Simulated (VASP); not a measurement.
# CsHfSc (P4/mmm) in VASP: single point with PBE

Aim: the single point of CsHfSc with PBE.

All numbers are computed with VASP 6.6.1; they aren't measurements. Logs are shortened: lines on timing, memory, paths and dates and some standing lists are left out, and cuts for length are marked.

**1. The cell of the first run**

Symmetry: P4/mmm, No. 123, tetragonal system. Conventional cell: a = 4.938 Å, b = 4.938 Å, c = 5.392 Å, α = 90.00°, β = 90.00°, γ = 90.00°. Cs (site symmetry 4/mmm) has 4 Hf at 3.49 Å and 8 Sc at 4.41 Å within 4.6 Å. Hf (site symmetry 4/mmm) has 2 Sc at 2.70 Å and 4 Cs at 3.49 Å within 3.6 Å. Within 3.6 Å of Sc (site symmetry 4/mmm) lie 2 Hf at 2.70 Å.

The cell was built from a structure type or drawn by symmetry, and may not be a known phase.

**2. Single point, PBE**

Contents of INCAR:

```
PREC     = Accurate       # precision mode
ENCUT    = 520            # plane-wave cutoff, eV
EDIFF    = 1E-6           # SCF threshold, eV
ISMEAR   = 0              # smearing method
SIGMA    = 0.1            # smearing width, eV
LREAL    = F              # projectors in reciprocal space
LASPH    = T              # aspherical terms in the spheres
NELM     = 100            # most SCF steps
ALGO     = Fast           # electronic algorithm
ISIF     = 2              # what is computed and relaxed
LWAVE    = F              # write WAVECAR
LCHARG   = F              # write CHGCAR
GGA      = PE             # functional
NBANDS   = 22             # bands
```

Contents of KPOINTS:

```
regular mesh
0
Gamma
  10 10 10
```

Contents of POSCAR:

```
CsHfSc
1.0
    4.9383968236      0.0000000000      0.0000000000
    0.0000000000      4.9383968236      0.0000000000
    0.0000000000      0.0000000000      5.3923345897
Cs Hf Sc
1 1 1
Direct
    0.0000000000      0.0000000000      0.0000000000
    0.5000000000      0.5000000000      0.0000000000
    0.5000000000      0.5000000000      0.5000000000
```

Potentials or basis: VASP PAW PBE potentials, release 64 (Cs_sv, Hf_pv, Sc_sv).

On the command line:

```
> cat potpaw_PBE.64/Cs_sv/POTCAR potpaw_PBE.64/Hf_pv/POTCAR potpaw_PBE.64/Sc_sv/POTCAR > POTCAR
> mpirun -np 1 vasp_std > vasp.out
```

OUTCAR:

```text
PREC = Accurate
   ENCUT = 520
   EDIFF = 1E-6
   ISMEAR = 0
   LREAL = F
   LASPH = T
   NELM = 100
   ISIF = 2
   GGA = PE

 ion  position               nearest neighbor table
   1  0.000  0.000  0.000-   2 3.49   2 3.49   2 3.49   2 3.49
   2  0.500  0.500  0.000-   3 2.70   3 2.70   1 3.49   1 3.49   1 3.49   1 3.49
   3  0.500  0.500  0.500-   2 2.70   2 2.70

  LATTYP: Found a simple tetragonal cell.
 ALAT       =     4.9383968236
 C/A-ratio  =     1.0919200668

  Lattice vectors:

 A1 = (   4.9383968236,   0.0000000000,   0.0000000000)
 A2 = (   0.0000000000,   4.9383968236,   0.0000000000)
 A3 = (   0.0000000000,   0.0000000000,   5.3923345897)

Analysis of symmetry for initial positions (statically):
=====================================================================
 Subroutine PRICEL returns:
 Original cell was already a primitive cell.

 Routine SETGRP: Setting up the symmetry group for a
 simple tetragonal supercell.

 Subroutine GETGRP returns: Found 16 space group operations
 (whereof 16 operations were pure point group operations)
 out of a pool of 16 trial point group operations.

The static configuration has the point symmetry D_4h.

Analysis of symmetry for dynamics (positions and initial velocities):
=====================================================================
 Subroutine PRICEL returns:
 Original cell was already a primitive cell.

 Routine SETGRP: Setting up the symmetry group for a
 simple tetragonal supercell.

 Subroutine GETGRP returns: Found 16 space group operations
 (whereof 16 operations were pure point group operations)
 out of a pool of 16 trial point group operations.

The dynamic configuration has the point symmetry D_4h.

 Subroutine INISYM returns: Found 16 space group operations
 (whereof 16 operations are pure point group operations),
 and found     1 'primitive' translations

----------------------------------------------------------------------------------------

                                     Primitive cell

  volume of cell :     131.5070

  direct lattice vectors                    reciprocal lattice vectors
     4.938396824  0.000000000  0.000000000     0.202494865  0.000000000  0.000000000
     0.000000000  4.938396824  0.000000000     0.000000000  0.202494865  0.000000000
     0.000000000  0.000000000  5.392334590     0.000000000  0.000000000  0.185448433

  length of vectors
     4.938396824  4.938396824  5.392334590     0.202494865  0.202494865  0.185448433

  position of ions in fractional coordinates (direct lattice)
     0.000000000  0.000000000  0.000000000
     0.500000000  0.500000000  0.000000000
     0.500000000  0.500000000  0.500000000

  ion indices of the primitive-cell ions
   primitive index   ion index
                 1           1
                 2           2
                 3           3

----------------------------------------------------------------------------------------

 KPOINTS: regular mesh

Automatic generation of k-mesh.
 Grid dimensions read from file:
 generate k-points for:   10   10   10

 Generating k-lattice:

  Cartesian coordinates                     Fractional coordinates (reciprocal lattice)
     0.020249487  0.000000000  0.000000000     0.100000000  0.000000000  0.000000000
     0.000000000  0.020249487  0.000000000     0.000000000  0.100000000  0.000000000
     0.000000000  0.000000000  0.018544843     0.000000000  0.000000000  0.100000000

  Length of vectors
     0.020249487  0.020249487  0.018544843

  Shift w.r.t. Gamma in fractional coordinates (k-lattice)
     0.000000000  0.000000000  0.000000000

 Subroutine IBZKPT returns following result:
 ===========================================

 Found    126 irreducible k-points:

 Following reciprocal coordinates:
            Coordinates               Weight
  0.000000  0.000000  0.000000      1.000000
  0.100000  0.000000  0.000000      4.000000
  0.200000  0.000000  0.000000      4.000000
  0.300000  0.000000  0.000000      4.000000
  0.400000  0.000000  0.000000      4.000000
  0.500000  0.000000  0.000000      2.000000
[... 16 lines left out ...]
  0.100000  0.000000  0.100000      8.000000
  0.200000  0.000000  0.100000      8.000000
 [... further k-points ...]
   k-points           NKPTS =    126   k-points in BZ     NKDIM =    126   number of bands    NBANDS=     22
   number of dos      NEDOS =    301   number of ions     NIONS =      3
   total plane-waves  NPLWV =  64000
   dimension x,y,z NGX =    40 NGY =   40 NGZ =   40
   dimension x,y,z NGXF=    80 NGYF=   80 NGZF=   80
   ions per type =               1   1   1
   NGX,Y,Z   is equivalent  to a cutoff of  13.47, 13.47, 12.33 a.u.
   NGXF,Y,Z  is equivalent  to a cutoff of  26.93, 26.93, 24.66 a.u.
 SYSTEM =  unknown system
   PREC   = accura    normal or accurate (medium, high low for compatibility)
   ISTART =      0    job   : 0-new  1-cont  2-samecut
   ICHARG =      2    charge: 1-file 2-atom 10-const
   ISPIN  =      1    spin polarized calculation?
   LNONCOLLINEAR =      F non collinear calculations
   LSORBIT =      F    spin-orbit coupling
   LASPH  =      T    aspherical Exc in radial PAW
   ENCUT  =  520.0 eV  38.22 Ry    6.18 a.u.   9.18  9.18 10.03*2*pi/ulx,y,z
   NELM   =    100;   NELMIN=  2; NELMDL= -5     # of ELM steps
   EDIFF  = 0.1E-05   stopping-criterion for ELM
   LREAL  =      F    real-space projection
   EDIFFG = 0.1E-04   stopping-criterion for IOM
   NSW    =      0    number of steps for IOM
   IBRION =     -1    ionic relax: 0-MD 1-quasi-New 2-CG
   NFREE  =      0    steps in history (QN), initial steepest desc. (CG)
   ISIF   =      2    stress and relaxation
   ISYM   =      2    0-nonsym 1-usesym 2-fastsym
   POTIM  = 0.5000    time-step for ionic-motion
   TEBEG  =    0.0;   TEEND  =   0.0 temperature during run
   PSTRESS=    0.0 pullay stress
   NELECT =      30.0000    total number of electrons
   NUPDOWN=      -1.0000    fix difference up-down
   EMIN   =  10.00;   EMAX   =-10.00  energy-range for DOS
   EFERMI =   0.00;   METHOD = LEGACY
   ISMEAR =     0;   SIGMA  =   0.10  broadening in eV -4-tet -1-fermi 0-gaus
   EFERMI_NEDOS =   21; number of points for ismear=-14 and -15
   IALGO  =     68    algorithm
   IMIX   =      4    mixing-type and parameters
     AMIX     =   0.40;   BMIX     =  1.00
     AMIX_MAG =   1.60;   BMIX_MAG =  1.00
  volume/ion in A,a.u.               =      43.84       295.82
  Fermi-wavevector in a.u.,A,eV,Ry     =   1.000305  1.890302 13.614119  1.000610
  Thomas-Fermi vector in A             =   2.132652
   LORBIT       =      0    0 simple, 1 ext, 2 COOP (PROOUT), +10 PAW based schemes
   GGA     = PE    functional components
   LHFCALC =     F    Hartree Fock is set to
   AEXX    =    0.0000 exact exchange contribution
   IVDW    =     0    specifies the selected vdW correction
   LEPSILON=     F    determine dielectric tensor
   LRPA    =     F    only Hartree local field effects (RPA)
 non-spin polarized calculation
 RMM-DIIS sequential band-by-band and
 Gauss-broadening in eV      SIGMA  =   0.10
  energy-cutoff  :      520.00
  volume of cell :      131.51
 maximum number of plane-waves:      3568
 NGX is ok and might be reduce to    40
   NGX = 19   NGY = 19   NGZ = 21

 number of electron      29.9999998 magnetization

 Free energy of the ion-electron system (eV)
  ---------------------------------------------------
  ext. energy  EPLUGINS =         0.00000000
  ---------------------------------------------------
  free energy    TOTEN  =       -11.56280193 eV

  energy without entropy =      -11.53533446  energy(sigma->0) =      -11.54906820

 E-fermi :   1.6288     XC(G=0):  -8.0049

 val. band max:        1.6285336321   @ k =   0.3000   0.1000   0.4000
 cond. band min:       1.6315408143   @ k =   0.3000   0.2000   0.3000
 fundamental gap:      0.0030071823
 Fermi energy:         1.6287665742

 k-point     1 :       0.0000    0.0000    0.0000
  band No.  band energies     occupation
      1     -48.0659      2.00000
      2     -29.6720      2.00000
      3     -29.6720      2.00000
      4     -29.4058      2.00000
      5     -26.8268      2.00000
      6     -26.8268      2.00000
[... 14 lines left out ...]
     21       4.1986      0.00000
     22       5.2349      0.00000

 k-point     2 :       0.1000    0.0000    0.0000
  band No.  band energies     occupation
      1     -48.0659      2.00000
      2     -29.6723      2.00000
      3     -29.6720      2.00000
      4     -29.4058      2.00000
      5     -26.8270      2.00000
      6     -26.8268      2.00000
[... 14 lines left out ...]
     21       4.1249      0.00000
     22       4.8403      0.00000

 k-point     3 :       0.2000    0.0000    0.0000
  band No.  band energies     occupation
      1     -48.0658      2.00000
      2     -29.6731      2.00000
      3     -29.6719      2.00000
      4     -29.4057      2.00000
      5     -26.8273      2.00000
      6     -26.8268      2.00000
[... 14 lines left out ...]
     21       3.9404      0.00000
     22       4.1181      0.00000

 k-point     4 :       0.3000    0.0000    0.0000
  band No.  band energies     occupation
      1     -48.0658      2.00000
      2     -29.6740      2.00000
      3     -29.6718      2.00000
      4     -29.4057      2.00000
      5     -26.8278      2.00000
      6     -26.8268      2.00000
[... 14 lines left out ...]
     21       3.6157      0.00000
     22       3.7280      0.00000

 k-point     5 :       0.4000    0.0000    0.0000
  band No.  band energies     occupation
      1     -48.0658      2.00000
      2     -29.6748      2.00000
      3     -29.6717      2.00000
      4     -29.4056      2.00000
      5     -26.8282      2.00000
      6     -26.8268      2.00000
[... 417 lines left out ...]
 k-point    22 :       0.0000    0.0000    0.1000
  band No.  band energies     occupation
      1     -48.0660      2.00000
      2     -29.6718      2.00000
      3     -29.6718      2.00000
      4     -29.3937      2.00000
      5     -26.8272      2.00000
      6     -26.8272      2.00000
[... 14 lines left out ...]
     21       4.2109      0.00000
     22       4.8138      0.00000

 k-point    23 :       0.1000    0.0000    0.1000
  band No.  band energies     occupation
      1     -48.0660      2.00000
      2     -29.6721      2.00000
      3     -29.6718      2.00000
      4     -29.3937      2.00000
      5     -26.8273      2.00000
      6     -26.8271      2.00000
[... 14 lines left out ...]
     21       4.1176      0.00000
     22       4.6719      0.00000

 k-point    24 :       0.2000    0.0000    0.1000
  band No.  band energies     occupation
      1     -48.0660      2.00000
      2     -29.6729      2.00000
      3     -29.6717      2.00000
      4     -29.3937      2.00000
      5     -26.8277      2.00000
      6     -26.8271      2.00000
[... 14 lines left out ...]
     21       3.8343      0.00000
     22       4.2171      0.00000

 [... further k-points ...]
[... 5 lines left out ...]
  --------------------------------------------------------------------------------------
  -------------------------------------------------------------------------------------
  Total       -0.0222791     -0.0222791     -0.0274418      0.0000000      0.0000000      0.0000000
  in kB       -0.2714305     -0.2714305     -0.3343288      0.0000000      0.0000000      0.0000000
  external PRESSURE =      -0.2923966 kB  Pullay stress =       0.0000000 kB

 VOLUME and BASIS-vectors are now :
 -----------------------------------------------------------------------------
  energy-cutoff  :      520.00
  volume of cell :      131.51
      direct lattice vectors                 reciprocal lattice vectors
     4.938396824  0.000000000  0.000000000     0.202494865  0.000000000  0.000000000
     0.000000000  4.938396824  0.000000000     0.000000000  0.202494865  0.000000000
     0.000000000  0.000000000  5.392334590     0.000000000  0.000000000  0.185448433

 POSITION                                       TOTAL-FORCE (eV/Angst)
 -----------------------------------------------------------------------------------
      0.00000      0.00000      0.00000         0.000000      0.000000      0.000000
      2.46920      2.46920      0.00000         0.000000      0.000000      0.000000
      2.46920      2.46920      2.69617         0.000000      0.000000      0.000000
 -----------------------------------------------------------------------------------
    total drift:                               -0.000000     -0.000000     -0.000000

  FREE ENERGIE OF THE ION-ELECTRON SYSTEM (eV)
  ---------------------------------------------------
  free  energy   TOTEN  =       -11.5628019330 eV

  energy  without entropy=      -11.5353344581  energy(sigma->0) =      -11.54906820
```

Wall time 8.3 min (1 thread of Intel Xeon Platinum 8488C (Sapphire Rapids), shared host); peak memory 0.55 GiB.

Results:

- Free energy: -11.5628 eV
- Pressure: 0.0 GPa
- Band gap on the k mesh: zero (bands 15 and 16 overlap by 1.18 eV)

Caveat: spin-orbit coupling is left out, which moves the levels of the heavy elements.
